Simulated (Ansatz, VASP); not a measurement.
## One calculation of Ag, two programs

```xyz
3
Lattice="2.9366 0.0000 0.0000 -1.4683 2.5431 0.0000 0.0000 0.0000 7.1641" Properties=species:S:1:pos:R:3 pbc="T T T"
Ag    0.0000    0.0000    0.0000
Ag    0.0000    1.6954    2.3880
Ag    1.4683    0.8477    4.7761
```

Alike in both runs: functional PBE; k mesh 18 × 18 × 7; occupations gaussian, width 0.1 eV; no spin polarisation.

Ansatz relaxed the structure, and its values are those at the end. VASP's run is a single point on that final structure, the one shown.

```csv
,VASP,Ansatz
version,VASP 6.6.1,Ansatz 0.2.0
potentials or method,"VASP PAW PBE potentials, release 64 (Ag), cutoff 520 eV","scalar-relativistic, plane waves, PAW"
valence electrons in the cell,33,57
```

```tsv
	VASP	Ansatz	Ansatz less VASP
gap on the k mesh at the Fermi level (eV)	none	none	-
pressure (GPa)	-0.1	0.0	+0.13
```

A gap of «none» marks a metal or a gap that the smearing closes. VASP's potentials hold 33 valence electrons a cell and Ansatz's 57, so a difference there can come from the potentials and not from the codes.
